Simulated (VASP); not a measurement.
Here is a VASP 6.6.1 calculation.

The input INCAR:

```
SYSTEM = Cu
PREC = Accurate
ENCUT = 520
EDIFF = 1E-6
ISMEAR = -1
SIGMA = 0.15
LREAL = .FALSE.
LASPH = .TRUE.
NELM = 100
ALGO = Fast
ISIF = 2
LWAVE = .FALSE.
LCHARG = .FALSE.
GGA = RP
NBANDS = 12
```

Contents of KPOINTS:

```
Automatic mesh
0
G
  16 16 16
  0 0 0
```

POSCAR

```
Cu
1.0
    0.0000000000      1.8363101249      1.8363101249
    1.8363101249      0.0000000000      1.8363101249
    1.8363101249      1.8363101249      0.0000000000
Cu
1
Direct
    0.0000000000      0.0000000000      0.0000000000
```

Potentials or basis: VASP PAW PBE potentials, release 64 (Cu).

Command:

```console
$ cat potpaw_PBE.64/Cu/POTCAR > POTCAR
$ mpirun -np 1 vasp_std > vasp.out
```

Problem. Predict the pressure.

Solution. 0.8 GPa.

Caveat: the PAW data sets were made with another functional, which shifts forces and pressure a little.
